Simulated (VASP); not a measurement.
# BP (F-43m) in VASP: further runs

The runs below take BP through relaxation of cell and atoms, with PBEsol.

Program: VASP 6.6.1. These are calculated values, not measurements. Logs are shortened: lines on timing, memory, paths and dates and some standing lists are left out, and cuts for length are marked.

**1. The cell of the first run**

It takes space group F-43m (No. 216, cubic). The conventional cell has a = 4.373 Å, b = 4.373 Å, c = 4.373 Å, α = 90.00°, β = 90.00°, γ = 90.00°. B (site symmetry -43m) has 4 P at 1.89 Å within 2.5 Å. Within 2.5 Å of P (site symmetry -43m) lie 4 B at 1.89 Å.

**2. Relaxation of cell and atoms, PBEsol, target pressure 20 GPa, at which the enthalpy is minimised**

Contents of INCAR:

```
PREC = Accurate
ENCUT = 600
EDIFF = 1E-7
ISMEAR = 0
SIGMA = 0.02
LREAL = False
LASPH = True
NELM = 100
ALGO = Normal
ISIF = 3
LWAVE = False
LCHARG = False
GGA = PS
IBRION = 2
NSW = 70
EDIFFG = -0.008
PSTRESS = 200.0
```

Contents of KPOINTS:

```
Automatic mesh
0
Gamma
  10 10 10
```

Contents of POSCAR:

```
BP
1.0
    0.0000000000      2.1863908456      2.1863908456
    2.1863908456      0.0000000000      2.1863908456
    2.1863908456      2.1863908456      0.0000000000
B P
1 1
Direct
    0.0000000000      0.0000000000      0.0000000000
    0.2500000000      0.2500000000      0.2500000000
```

Potentials or basis: VASP PAW PBE potentials, release 64 (B, P).

Command:

```sh
cat potpaw_PBE.64/B/POTCAR potpaw_PBE.64/P/POTCAR > POTCAR
mpirun -np 1 vasp_std > vasp.out
```

OUTCAR:

```text
PREC = Accurate
   ENCUT = 600
   EDIFF = 1E-7
   ISMEAR = 0
   LREAL = False
   LASPH = True
   NELM = 100
   ISIF = 3
   GGA = PS
   IBRION = 2
   NSW = 70
   EDIFFG = -0.008
   PSTRESS = 200.0

 ion  position               nearest neighbor table
   1  0.000  0.000  0.000-   2 1.89   2 1.89   2 1.89   2 1.89
   2  0.250  0.250  0.250-   1 1.89   1 1.89   1 1.89   1 1.89

  LATTYP: Found a face centered cubic cell.
 ALAT       =     4.3727816912

  Lattice vectors:

 A1 = (   0.0000000000,   2.1863908456,   2.1863908456)
 A2 = (   2.1863908456,   0.0000000000,   2.1863908456)
 A3 = (   2.1863908456,   2.1863908456,   0.0000000000)

Analysis of symmetry for initial positions (statically):
=====================================================================
 Subroutine PRICEL returns:
 Original cell was already a primitive cell.

 Routine SETGRP: Setting up the symmetry group for a
 face centered cubic supercell.

 Subroutine GETGRP returns: Found 24 space group operations
 (whereof 24 operations were pure point group operations)
 out of a pool of 48 trial point group operations.

The static configuration has the point symmetry T_d .

Analysis of symmetry for dynamics (positions and initial velocities):
=====================================================================
 Subroutine PRICEL returns:
 Original cell was already a primitive cell.

 Routine SETGRP: Setting up the symmetry group for a
 face centered cubic supercell.

 Subroutine GETGRP returns: Found 24 space group operations
 (whereof 24 operations were pure point group operations)
 out of a pool of 48 trial point group operations.

The dynamic configuration has the point symmetry T_d .

 Subroutine INISYM returns: Found 24 space group operations
 (whereof 24 operations are pure point group operations),
 and found     1 'primitive' translations

----------------------------------------------------------------------------------------

                                     Primitive cell

  volume of cell :      20.9032

  direct lattice vectors                    reciprocal lattice vectors
     0.000000000  2.186390846  2.186390846    -0.228687383  0.228687383  0.228687383
     2.186390846  0.000000000  2.186390846     0.228687383 -0.228687383  0.228687383
     2.186390846  2.186390846  0.000000000     0.228687383  0.228687383 -0.228687383

  length of vectors
     3.092023586  3.092023586  3.092023586     0.396098166  0.396098166  0.396098166

  position of ions in fractional coordinates (direct lattice)
     0.000000000  0.000000000  0.000000000
     0.250000000  0.250000000  0.250000000

  ion indices of the primitive-cell ions
   primitive index   ion index
                 1           1
                 2           2

----------------------------------------------------------------------------------------

 KPOINTS: Automatic mesh

Automatic generation of k-mesh.
 Grid dimensions read from file:
 generate k-points for:   10   10   10

 Generating k-lattice:

  Cartesian coordinates                     Fractional coordinates (reciprocal lattice)
    -0.022868738  0.022868738  0.022868738     0.100000000  0.000000000  0.000000000
     0.022868738 -0.022868738  0.022868738     0.000000000  0.100000000  0.000000000
     0.022868738  0.022868738 -0.022868738     0.000000000  0.000000000  0.100000000

  Length of vectors
     0.039609817  0.039609817  0.039609817

  Shift w.r.t. Gamma in fractional coordinates (k-lattice)
     0.000000000  0.000000000  0.000000000

 Subroutine IBZKPT returns following result:
 ===========================================

 Found     47 irreducible k-points:

 Following reciprocal coordinates:
            Coordinates               Weight
  0.000000  0.000000  0.000000      1.000000
  0.100000  0.000000  0.000000      8.000000
  0.200000  0.000000  0.000000      8.000000
  0.300000  0.000000  0.000000      8.000000
  0.400000  0.000000  0.000000      8.000000
  0.500000  0.000000  0.000000      4.000000
[... 16 lines left out ...]
  0.300000  0.300000  0.000000      6.000000
  0.400000  0.300000  0.000000     24.000000
 [... further k-points ...]
   k-points           NKPTS =     47   k-points in BZ     NKDIM =     47   number of bands    NBANDS=      8
   number of dos      NEDOS =    301   number of ions     NIONS =      2
   total plane-waves  NPLWV =  21952
   dimension x,y,z NGX =    28 NGY =   28 NGZ =   28
   dimension x,y,z NGXF=    56 NGYF=   56 NGZF=   56
   ions per type =               1   1
   NGX,Y,Z   is equivalent  to a cutoff of  15.05, 15.05, 15.05 a.u.
   NGXF,Y,Z  is equivalent  to a cutoff of  30.11, 30.11, 30.11 a.u.
 SYSTEM =  unknown system
   PREC   = accura    normal or accurate (medium, high low for compatibility)
   ISTART =      0    job   : 0-new  1-cont  2-samecut
   ICHARG =      2    charge: 1-file 2-atom 10-const
   ISPIN  =      1    spin polarized calculation?
   LNONCOLLINEAR =      F non collinear calculations
   LSORBIT =      F    spin-orbit coupling
   LASPH  =      T    aspherical Exc in radial PAW
   ENCUT  =  600.0 eV  44.10 Ry    6.64 a.u.   6.18  6.18  6.18*2*pi/ulx,y,z
   NELM   =    100;   NELMIN=  2; NELMDL= -5     # of ELM steps
   EDIFF  = 0.1E-06   stopping-criterion for ELM
   LREAL  =      F    real-space projection
   EDIFFG = -.8E-02   stopping-criterion for IOM
   NSW    =     70    number of steps for IOM
   IBRION =      2    ionic relax: 0-MD 1-quasi-New 2-CG
   NFREE  =      1    steps in history (QN), initial steepest desc. (CG)
   ISIF   =      3    stress and relaxation
   ISYM   =      2    0-nonsym 1-usesym 2-fastsym
   POTIM  = 0.5000    time-step for ionic-motion
   TEBEG  =    0.0;   TEEND  =   0.0 temperature during run
   PSTRESS=  200.0 pullay stress
   NELECT =       8.0000    total number of electrons
   NUPDOWN=      -1.0000    fix difference up-down
   EMIN   =  10.00;   EMAX   =-10.00  energy-range for DOS
   EFERMI =   0.00;   METHOD = LEGACY
   ISMEAR =     0;   SIGMA  =   0.02  broadening in eV -4-tet -1-fermi 0-gaus
   EFERMI_NEDOS =   21; number of points for ismear=-14 and -15
   IALGO  =     38    algorithm
   IMIX   =      4    mixing-type and parameters
     AMIX     =   0.40;   BMIX     =  1.00
     AMIX_MAG =   1.60;   BMIX_MAG =  1.00
  volume/ion in A,a.u.               =      10.45        70.53
  Fermi-wavevector in a.u.,A,eV,Ry     =   1.188594  2.246118 19.221722  1.412757
  Thomas-Fermi vector in A             =   2.324720
   LORBIT       =      0    0 simple, 1 ext, 2 COOP (PROOUT), +10 PAW based schemes
   GGA     = PS    functional components
   LHFCALC =     F    Hartree Fock is set to
   AEXX    =    0.0000 exact exchange contribution
   IVDW    =     0    specifies the selected vdW correction
   LEPSILON=     F    determine dielectric tensor
   LRPA    =     F    only Hartree local field effects (RPA)
 conjugate gradient relaxation of ions
 non-spin polarized calculation
 Gauss-broadening in eV      SIGMA  =   0.02
  energy-cutoff  :      600.00
  volume of cell :       20.90
 maximum number of plane-waves:       725
 NGX is ok and might be reduce to    28
   NGX = 13   NGY = 13   NGZ = 13

--------------------------------------- Ionic step        1  -------------------------------------------

 number of electron       8.0000000 magnetization

 Free energy of the ion-electron system (eV)
  ---------------------------------------------------
  ext. energy  EPLUGINS =         0.00000000
  ---------------------------------------------------
  free energy    TOTEN  =       -13.54481938 eV

  energy without entropy =      -13.54481938  energy(sigma->0) =      -13.54481938

------------------------ aborting loop because EDIFF is reached ----------------------------------------

  FORCE on cell =-STRESS in cart. coord.  units (eV):
  Direction    XX          YY          ZZ          XY          YZ          ZX
  --------------------------------------------------------------------------------------
  -------------------------------------------------------------------------------------
  Total        2.6629791      2.6629791      2.6629791     -0.0000000      0.0000000     -0.0000000
  in kB      204.1103083    204.1103083    204.1103083     -0.0000000      0.0000000     -0.0000000
  external PRESSURE =       4.1103083 kB  Pullay stress =     200.0000000 kB
[... 61 lines left out ...]
  enthalpy is  TOTEN    =       -10.9354362475 eV   P V=        2.6194918222

--------------------------------------- Ionic step        3  -------------------------------------------

 number of electron       8.0000000 magnetization

 Free energy of the ion-electron system (eV)
  ---------------------------------------------------
  ext. energy  EPLUGINS =         0.00000000
  ---------------------------------------------------
  free energy    TOTEN  =       -13.54925550 eV

  energy without entropy =      -13.54925550  energy(sigma->0) =      -13.54925550

 E-fermi :   8.9176     XC(G=0): -11.5127

 val. band max:        8.7477821634   @ k =   0.0000   0.0000   0.0000
 cond. band min:       9.7334327241   @ k =   0.4000   0.4000   0.0000
 fundamental gap:      0.9856505606
 Fermi energy:         8.9175564512

 k-point     1 :       0.0000    0.0000    0.0000
  band No.  band energies     occupation
      1      -7.7593      2.00000
      2       8.7478      2.00000
      3       8.7478      2.00000
      4       8.7478      2.00000
      5      12.2941      0.00000
      6      12.2941      0.00000
      7      12.2941      0.00000
      8      17.7991      0.00000
[... 243 lines left out ...]
 k-point    24 :       0.4000    0.3000    0.0000
  band No.  band energies     occupation
      1      -4.5155      2.00000
      2       2.3469      2.00000
      3       4.2452      2.00000
      4       4.8588      2.00000
      5      10.3776      0.00000
      6      12.2085      0.00000
      7      18.9182      0.00000
      8      19.0362      0.00000

 [... further k-points ...]
[... 5 lines left out ...]
  --------------------------------------------------------------------------------------
  -------------------------------------------------------------------------------------
  Total        2.6146453      2.6146453      2.6146453      0.0000000      0.0000000      0.0000000
  in kB      200.0689612    200.0689612    200.0689612      0.0000000      0.0000000      0.0000000
  external PRESSURE =       0.0689612 kB  Pullay stress =     200.0000000 kB
[... 17 lines left out ...]
  FREE ENERGIE OF THE ION-ELECTRON SYSTEM (eV)
  ---------------------------------------------------
  free  energy   TOTEN  =       -13.5492555031 eV

  energy  without entropy=      -13.5492555031  energy(sigma->0) =      -13.54925550

  enthalpy is  TOTEN    =       -10.9355114064 eV   P V=        2.6137440967

 reached required accuracy - stopping structural energy minimisation
```

Run time: 18 s. Hardware: 1 thread of Intel Xeon Platinum 8488C (Sapphire Rapids), shared host; peak memory 0.15 GiB.

Results:

```yaml
Free_energy: -13.5493 eV
Relaxed_volume: 10.47 Å³/atom
Relaxed_cell: a = 3.094 Å, b = 3.094 Å, c = 3.094 Å, α = 60.00°, β = 60.00°, γ = 60.00°
Space_group_after_relaxing_to_0.05_Å: F-43m (No. 216)
Energy_change_on_relaxing_the_enthalpy_is_what_falls: -2.2 meV/atom
Ionic_steps: 3
Pressure_after_relaxing: 20.0 GPa
Band_gap_on_the_k_mesh: 0.99 eV, indirect (least direct gap 3.55 eV)
```

The path:
```
step  energy change (eV)  largest force (eV/Å)  pressure (GPa)  volume (Å³)
   1              0.0000                0.0000           20.41        20.90
   2             -0.0101                0.0000           19.48        20.98
   3             -0.0044                0.0000           20.01        20.94
```

Final structure:
```
CELL_PARAMETERS angstrom
0.00000 2.18762 2.18762
2.18762 0.00000 2.18762
2.18762 2.18762 0.00000
ATOMIC_POSITIONS crystal
B 0.00000 0.00000 0.00000
P 0.25000 0.25000 0.25000
```

Levels at points of the mesh, in eV from the valence-band top:
| k point | band 1 | band 2 | band 3 | band 4 | band 5 | band 6 | band 7 | band 8 |
| --- | --- | --- | --- | --- | --- | --- | --- | --- |
| (0.00, 0.00, 0.00) | -16.51 | 0.00 | 0.00 | 0.00 | 3.55 | 3.55 | 3.55 | 9.05 |
| (0.50, 0.00, 0.00) | -12.72 | -9.91 | -1.89 | -1.89 | 4.41 | 4.72 | 4.72 | 10.30 |
| (0.50, 0.50, 0.00) | -11.04 | -9.18 | -4.55 | -4.55 | 1.00 | 1.43 | 13.14 | 13.14 |

Caveat: the cell is relaxed towards a set pressure, so the enthalpy falls and the energy may rise; the PAW data sets were made with another functional, which shifts forces and pressure a little. Expect the measured gap to be larger: semilocal functionals such as PBEsol lack the derivative discontinuity.

**3. Relaxation of cell and atoms, PBEsol, target pressure 10 GPa, at which the enthalpy is minimised**

This run uses another cell than the first one, of 10.94 Å³/atom, 1.047 times its volume.

Contents of INCAR:

```
PREC = Accurate ; ENCUT = 600
EDIFF = 1E-6 ; ISMEAR = 0
SIGMA = 0.02 ; LREAL = F
LASPH = T ; NELM = 80
ALGO = Normal ; ISIF = 3
LWAVE = F ; LCHARG = F
GGA = PS ; IBRION = 2
NSW = 70 ; EDIFFG = -0.008
PSTRESS = 100.0
```

Contents of KPOINTS:

```
regular mesh
0
Gamma
  10 10 10
```

Contents of POSCAR:

```
BP
1.0
    0.0000000000      2.2197923618      2.2197923618
    2.2197923618      0.0000000000      2.2197923618
    2.2197923618      2.2197923618      0.0000000000
B P
1 1
Direct
    0.0000000000      0.0000000000      0.0000000000
    0.2500000000      0.2500000000      0.2500000000
```

Potentials or basis: VASP PAW PBE potentials, release 64 (B, P).

Command:

```sh
cat potpaw_PBE.64/B/POTCAR potpaw_PBE.64/P/POTCAR > POTCAR
mpirun -np 1 vasp_std > vasp.out
```

It took 16 s on 1 thread of Intel Xeon Platinum 8488C (Sapphire Rapids), shared host; peak memory 0.15 GiB.

Results (log left out):

```yaml
Free_energy: -13.6388 eV
Relaxed_volume: 10.95 Å³/atom
Relaxed_cell: a = 3.140 Å, b = 3.140 Å, c = 3.140 Å, α = 60.00°, β = 60.00°, γ = 60.00°
Space_group_after_relaxing_to_0.05_Å: F-43m (No. 216)
Energy_change_on_relaxing_the_enthalpy_is_what_falls: -0.8 meV/atom
Ionic_steps: 3
Pressure_after_relaxing: 10.0 GPa
Band_gap_on_the_k_mesh: 1.05 eV, indirect (least direct gap 3.46 eV)
```

The path:
```tsv
step	energy change (eV)	largest force (eV/Å)	pressure (GPa)	volume (Å³)
1	0.0000	0.0000	10.23	21.88
2	-0.0031	0.0000	9.76	21.93
3	-0.0016	0.0000	10.00	21.90
```

Final structure:
```
B P
1.0
     0.00000    2.22063    2.22063
     2.22063    0.00000    2.22063
     2.22063    2.22063    0.00000
B P
1 1
Direct
  0.00000 0.00000 0.00000
  0.25000 0.25000 0.25000
```

Levels at points of the mesh, in eV from the valence-band top:
```csv
k point,band 1,band 2,band 3,band 4,band 5,band 6,band 7,band 8
"(0.00, 0.00, 0.00)",-16.09,0.00,0.00,0.00,3.46,3.46,3.46,8.34
"(0.50, 0.00, 0.00)",-12.48,-9.57,-1.84,-1.84,4.13,4.69,4.69,10.15
"(0.50, 0.50, 0.00)",-10.86,-8.94,-4.38,-4.38,1.10,1.46,12.71,12.71
```

Caveat: the cell is relaxed towards a set pressure, so the enthalpy falls and the energy may rise; the PAW data sets were made with another functional, which shifts forces and pressure a little. A k mesh can miss the band edges.
